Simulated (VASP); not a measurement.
# W (Im-3m) in VASP: notebook

Runs on W. Level: revPBE. Tasks: single point.

All numbers are computed with VASP 6.6.1; they aren't measurements. Logs are shortened: lines on timing, memory, paths and dates and some standing lists are left out, and cuts for length are marked.

## 1. The cell of the first run

The structure is cubic, space group Im-3m (No. 229). The conventional cell has a = 3.131 Å, b = 3.131 Å, c = 3.131 Å, α = 90.00°, β = 90.00°, γ = 90.00°. W (site symmetry m-3m) has 14 W at 2.71 to 3.13 Å within 3.6 Å.

## 2. Single point, revPBE

File INCAR:

```
SYSTEM = W
ALGO = Normal
EDIFF = 1E-6
ENCUT = 500
GGA = RE
GGA_COMPAT = .False.
ISIF = 2
ISMEAR = -1
LASPH = .True.
LCHARG = .False.
LREAL = .False.
LWAVE = .False.
NBANDS = 13
NELM = 120
PREC = Accurate
SIGMA = 0.05
```

File KPOINTS:

```
k-points
0
Gamma
  10 10 10
  0 0 0
```

File POSCAR:

```
W
1.0
   -1.5656332313      1.5656332313      1.5656332313
    1.5656332313     -1.5656332313      1.5656332313
    1.5656332313      1.5656332313     -1.5656332313
W
1
Direct
    0.0000000000      0.0000000000      0.0000000000
```

Potentials or basis: VASP PAW PBE potentials, release 64 (W_sv).

The run is started by

```bash
cat potpaw_PBE.64/W_sv/POTCAR > POTCAR
mpirun -np 1 vasp_std > vasp.out
```

OUTCAR:

```text
SYSTEM = W
   EDIFF = 1E-6
   ENCUT = 500
   GGA = RE
   ISIF = 2
   ISMEAR = -1
   LASPH = .True.
   LREAL = .False.
   NELM = 120
   PREC = Accurate

 ion  position               nearest neighbor table
   1  0.000  0.000  0.000-

  LATTYP: Found a body centered cubic cell.
 ALAT       =     3.1312664626

  Lattice vectors:

 A1 = (  -1.5656332313,   1.5656332313,   1.5656332313)
 A2 = (   1.5656332313,  -1.5656332313,   1.5656332313)
 A3 = (   1.5656332313,   1.5656332313,  -1.5656332313)

Analysis of symmetry for initial positions (statically):
=====================================================================
 Subroutine PRICEL returns:
 Original cell was already a primitive cell.

 Routine SETGRP: Setting up the symmetry group for a
 body centered cubic supercell.

 Subroutine GETGRP returns: Found 48 space group operations
 (whereof 48 operations were pure point group operations)
 out of a pool of 48 trial point group operations.

The static configuration has the point symmetry O_h .

Analysis of symmetry for dynamics (positions and initial velocities):
=====================================================================
 Subroutine PRICEL returns:
 Original cell was already a primitive cell.

 Routine SETGRP: Setting up the symmetry group for a
 body centered cubic supercell.

 Subroutine GETGRP returns: Found 48 space group operations
 (whereof 48 operations were pure point group operations)
 out of a pool of 48 trial point group operations.

The dynamic configuration has the point symmetry O_h .

 Subroutine INISYM returns: Found 48 space group operations
 (whereof 48 operations are pure point group operations),
 and found     1 'primitive' translations

----------------------------------------------------------------------------------------

                                     Primitive cell

  volume of cell :      15.3508

  direct lattice vectors                    reciprocal lattice vectors
    -1.565633231  1.565633231  1.565633231     0.000000000  0.319359598  0.319359598
     1.565633231 -1.565633231  1.565633231     0.319359598  0.000000000  0.319359598
     1.565633231  1.565633231 -1.565633231     0.319359598  0.319359598  0.000000000

  length of vectors
     2.711756303  2.711756303  2.711756303     0.451642675  0.451642675  0.451642675

  position of ions in fractional coordinates (direct lattice)
     0.000000000  0.000000000  0.000000000

  ion indices of the primitive-cell ions
   primitive index   ion index
                 1           1

----------------------------------------------------------------------------------------

 KPOINTS: k-points

Automatic generation of k-mesh.
 Grid dimensions read from file:
 generate k-points for:   10   10   10

 Generating k-lattice:

  Cartesian coordinates                     Fractional coordinates (reciprocal lattice)
     0.000000000  0.031935960  0.031935960     0.100000000  0.000000000  0.000000000
     0.031935960  0.000000000  0.031935960     0.000000000  0.100000000  0.000000000
     0.031935960  0.031935960  0.000000000     0.000000000  0.000000000  0.100000000

  Length of vectors
     0.045164268  0.045164268  0.045164268

  Shift w.r.t. Gamma in fractional coordinates (k-lattice)
     0.000000000  0.000000000  0.000000000

 Subroutine IBZKPT returns following result:
 ===========================================

 Found     47 irreducible k-points:

 Following reciprocal coordinates:
            Coordinates               Weight
  0.000000  0.000000  0.000000      1.000000
  0.100000  0.000000  0.000000     12.000000
  0.200000  0.000000  0.000000     12.000000
  0.300000  0.000000  0.000000     12.000000
  0.400000  0.000000  0.000000     12.000000
  0.500000  0.000000  0.000000      6.000000
[... 16 lines left out ...]
  0.300000  0.300000  0.100000      8.000000
 -0.300000  0.300000  0.100000     24.000000
 [... further k-points ...]
   k-points           NKPTS =     47   k-points in BZ     NKDIM =     47   number of bands    NBANDS=     13
   number of dos      NEDOS =    301   number of ions     NIONS =      1
   total plane-waves  NPLWV =   8000
   dimension x,y,z NGX =    20 NGY =   20 NGZ =   20
   dimension x,y,z NGXF=    40 NGYF=   40 NGZF=   40
   ions per type =               1
   NGX,Y,Z   is equivalent  to a cutoff of  12.26, 12.26, 12.26 a.u.
   NGXF,Y,Z  is equivalent  to a cutoff of  24.52, 24.52, 24.52 a.u.
 SYSTEM =  W
   PREC   = accura    normal or accurate (medium, high low for compatibility)
   ISTART =      0    job   : 0-new  1-cont  2-samecut
   ICHARG =      2    charge: 1-file 2-atom 10-const
   ISPIN  =      1    spin polarized calculation?
   LNONCOLLINEAR =      F non collinear calculations
   LSORBIT =      F    spin-orbit coupling
   LASPH  =      T    aspherical Exc in radial PAW
   ENCUT  =  500.0 eV  36.75 Ry    6.06 a.u.   4.94  4.94  4.94*2*pi/ulx,y,z
   NELM   =    120;   NELMIN=  2; NELMDL= -5     # of ELM steps
   EDIFF  = 0.1E-05   stopping-criterion for ELM
   LREAL  =      F    real-space projection
   EDIFFG = 0.1E-04   stopping-criterion for IOM
   NSW    =      0    number of steps for IOM
   IBRION =     -1    ionic relax: 0-MD 1-quasi-New 2-CG
   NFREE  =      0    steps in history (QN), initial steepest desc. (CG)
   ISIF   =      2    stress and relaxation
   ISYM   =      2    0-nonsym 1-usesym 2-fastsym
   POTIM  = 0.5000    time-step for ionic-motion
   TEBEG  =    0.0;   TEEND  =   0.0 temperature during run
   PSTRESS=    0.0 pullay stress
   NELECT =      14.0000    total number of electrons
   NUPDOWN=      -1.0000    fix difference up-down
   EMIN   =  10.00;   EMAX   =-10.00  energy-range for DOS
   EFERMI =   0.00;   METHOD = LEGACY
   ISMEAR =    -1;   SIGMA  =   0.05  broadening in eV -4-tet -1-fermi 0-gaus
   EFERMI_NEDOS =   21; number of points for ismear=-14 and -15
   IALGO  =     38    algorithm
   IMIX   =      4    mixing-type and parameters
     AMIX     =   0.40;   BMIX     =  1.00
     AMIX_MAG =   1.60;   BMIX_MAG =  1.00
  volume/ion in A,a.u.               =      15.35       103.59
  Fermi-wavevector in a.u.,A,eV,Ry     =   1.587599  3.000127 34.293084  2.520471
  Thomas-Fermi vector in A             =   2.686732
   LORBIT       =      0    0 simple, 1 ext, 2 COOP (PROOUT), +10 PAW based schemes
   GGA     = RE    functional components
   LHFCALC =     F    Hartree Fock is set to
   AEXX    =    0.0000 exact exchange contribution
   IVDW    =     0    specifies the selected vdW correction
   LEPSILON=     F    determine dielectric tensor
   LRPA    =     F    only Hartree local field effects (RPA)
 non-spin polarized calculation
  energy-cutoff  :      500.00
  volume of cell :       15.35
 maximum number of plane-waves:       402
   NGX =  9   NGY =  9   NGZ =  9

 number of electron      14.0000004 magnetization

 Free energy of the ion-electron system (eV)
  ---------------------------------------------------
  ext. energy  EPLUGINS =         0.00000000
  ---------------------------------------------------
  free energy    TOTEN  =       -12.45037045 eV

  energy without entropy =      -12.44632361  energy(sigma->0) =      -12.44834703

 E-fermi :  12.1169     XC(G=0): -13.7905

 val. band max:       12.0263913029   @ k =   0.5000   0.5000   0.2000
 cond. band min:      12.2047564151   @ k =   0.1000   0.1000   0.0000
 fundamental gap:      0.1783651122
 Fermi energy:        12.1169312156

 k-point     1 :       0.0000    0.0000    0.0000
  band No.  band energies     occupation
      1     -62.2057      2.00000
      2     -25.7132      2.00000
      3     -25.7132      2.00000
      4     -25.7132      2.00000
      5       2.1605      2.00000
      6      10.6852      2.00000
      7      10.6852      2.00000
      8      10.6852      2.00000
      9      14.3197      0.00000
     10      14.3197      0.00000
     11      26.5430      0.00000
     12      26.5430      0.00000
     13      26.5430      0.00000

 k-point     2 :       0.1000    0.0000    0.0000
  band No.  band energies     occupation
      1     -62.1911      2.00000
      2     -25.8608      2.00000
      3     -25.7590      2.00000
      4     -25.7141      2.00000
      5       2.6546      2.00000
      6      10.3868      2.00000
      7      10.5972      2.00000
      8      11.1702      2.00000
      9      13.8921      0.00000
     10      14.3247      0.00000
     11      26.9483      0.00000
     12      27.3845      0.00000
     13      27.7213      0.00000

 k-point     3 :       0.2000    0.0000    0.0000
  band No.  band energies     occupation
      1     -62.1527      2.00000
      2     -26.2346      2.00000
      3     -25.8769      2.00000
      4     -25.7164      2.00000
      5       3.9263      2.00000
      6       9.6904      2.00000
      7      10.2037      2.00000
      8      12.5722      0.00022
      9      13.5529      0.00000
     10      14.4083      0.00000
     11      27.3528      0.00000
     12      29.4082      0.00000
     13      29.6922      0.00000

 k-point     4 :       0.3000    0.0000    0.0000
  band No.  band energies     occupation
      1     -62.1050      2.00000
      2     -26.6740      2.00000
      3     -26.0195      2.00000
      4     -25.7193      2.00000
      5       5.1899      2.00000
      6       8.9534      2.00000
      7      10.1748      2.00000
      8      13.8964      0.00000
      9      14.6683      0.00000
     10      14.7090      0.00000
     11      26.0317      0.00000
     12      27.6584      0.00000
     13      33.0361      0.00000

 k-point     5 :       0.4000    0.0000    0.0000
  band No.  band energies     occupation
      1     -62.0661      2.00000
      2     -27.0134      2.00000
      3     -26.1324      2.00000
      4     -25.7218      2.00000
      5       5.5276      2.00000
      6       8.4289      2.00000
      7      11.5340      1.99998
      8      14.3045      0.00000
      9      15.0486      0.00000
     10      17.1104      0.00000
     11      24.2672      0.00000
     12      24.8763      0.00000
     13      31.1376      0.00000
[... 257 lines left out ...]
 k-point    22 :      -0.2000    0.2000    0.1000
  band No.  band energies     occupation
      1     -62.1394      2.00000
      2     -26.2363      2.00000
      3     -25.9253      2.00000
      4     -25.8300      2.00000
      5       4.3741      2.00000
      6      10.1135      2.00000
      7      10.2999      2.00000
      8      12.2166      0.23981
      9      12.4016      0.00671
     10      15.1826      0.00000
     11      28.1756      0.00000
     12      29.4971      0.00000
     13      30.3598      0.00000

 k-point    23 :       0.3000    0.3000    0.1000
  band No.  band energies     occupation
      1     -62.0397      2.00000
      2     -26.6279      2.00000
      3     -26.6279      2.00000
      4     -26.0247      2.00000
      5       7.6641      2.00000
      6       9.3395      2.00000
      7       9.3395      2.00000
      8      15.1991      0.00000
      9      15.1991      0.00000
     10      19.7690      0.00000
     11      23.7099      0.00000
     12      23.7099      0.00000
     13      27.2993      0.00000

 k-point    24 :      -0.3000    0.3000    0.1000
  band No.  band energies     occupation
      1     -62.0928      2.00000
      2     -26.6539      2.00000
      3     -26.0702      2.00000
      4     -25.8276      2.00000
      5       5.6369      2.00000
      6       9.4234      2.00000
      7       9.8183      2.00000
      8      12.8087      0.00000
      9      14.5414      0.00000
     10      15.3941      0.00000
     11      25.9553      0.00000
     12      28.7704      0.00000
     13      32.9044      0.00000

 [... further k-points ...]

------------------------ aborting loop because EDIFF is reached ----------------------------------------

  FORCE on cell =-STRESS in cart. coord.  units (eV):
  Direction    XX          YY          ZZ          XY          YZ          ZX
  --------------------------------------------------------------------------------------
  -------------------------------------------------------------------------------------
  Total        1.9808620      1.9808620      1.9808620      0.0000000      0.0000000     -0.0000000
  in kB      206.7448587    206.7448587    206.7448587      0.0000000      0.0000000     -0.0000000
  external PRESSURE =     206.7448587 kB  Pullay stress =       0.0000000 kB

 VOLUME and BASIS-vectors are now :
 -----------------------------------------------------------------------------
  energy-cutoff  :      500.00
  volume of cell :       15.35
      direct lattice vectors                 reciprocal lattice vectors
    -1.565633231  1.565633231  1.565633231     0.000000000  0.319359598  0.319359598
     1.565633231 -1.565633231  1.565633231     0.319359598  0.000000000  0.319359598
     1.565633231  1.565633231 -1.565633231     0.319359598  0.319359598  0.000000000

 POSITION                                       TOTAL-FORCE (eV/Angst)
 -----------------------------------------------------------------------------------
      0.00000      0.00000      0.00000         0.000000      0.000000      0.000000
 -----------------------------------------------------------------------------------
    total drift:                                0.000000     -0.000000     -0.000000

  FREE ENERGIE OF THE ION-ELECTRON SYSTEM (eV)
  ---------------------------------------------------
  free  energy   TOTEN  =       -12.4503704458 eV

  energy  without entropy=      -12.4463236139  energy(sigma->0) =      -12.44834703
```

Run time: 4.1 s. Hardware: 1 thread of AMD EPYC 9R45 (Zen 5), shared host; peak memory 0.1 GiB.

What came out:

```yaml
Free_energy: -12.4504 eV
Pressure: 20.7 GPa
Band_gap_on_the_k_mesh: zero (bands 7 and 8 overlap by 6.68 eV)
```

Caveat: the cell stands under pressure; the PAW data sets were made with another functional, which shifts forces and pressure a little; spin-orbit coupling is left out, which moves the levels of the heavy elements.

## 3. Single point, revPBE

This run uses another cell than the first one, of 16.28 Å³/atom.

File INCAR:

```
ALGO = Normal ; EDIFF = 1E-6
ENCUT = 500 ; GGA = RE
GGA_COMPAT = False ; ISIF = 2
ISMEAR = -1 ; LASPH = True
LCHARG = False ; LREAL = False
LWAVE = False ; NBANDS = 13
NELM = 120 ; PREC = Accurate
SIGMA = 0.05
```

File KPOINTS:

```
k-points
0
Gamma
  10 10 10
```

File POSCAR:

```
W
1.0
   -1.5967111655      1.5967111655      1.5967111655
    1.5967111655     -1.5967111655      1.5967111655
    1.5967111655      1.5967111655     -1.5967111655
W
1
Direct
    0.0000000000      0.0000000000      0.0000000000
```

Potentials or basis: VASP PAW PBE potentials, release 64 (W_sv).

The run is started by

```bash
cat potpaw_PBE.64/W_sv/POTCAR > POTCAR
mpirun -np 1 vasp_std > vasp.out
```

Wall time 4.2 s (1 thread of AMD EPYC 9R45 (Zen 5), shared host); peak memory 0.1 GiB.

The run converged. Its results:

```yaml
Free_energy: -12.5095 eV
Pressure: 0.4 GPa
Band_gap_on_the_k_mesh: zero (bands 7 and 8 overlap by 6.15 eV)
```

Levels at points of the mesh, in eV from the Fermi level:
```csv
k point,band 5,band 6,band 7,band 8,band 9,band 10
"(0.00, 0.00, 0.00)",-9.64,-1.34,-1.34,-1.34,2.06,2.06
"(0.50, 0.00, 0.00)",-6.25,-3.59,0.42,1.93,2.88,5.75
"(0.50, 0.50, 0.50)",-5.77,-5.77,4.82,4.82,4.82,7.87
```

Caveat: the PAW data sets were made with another functional, which shifts forces and pressure a little; spin-orbit coupling is left out, which moves the levels of the heavy elements.
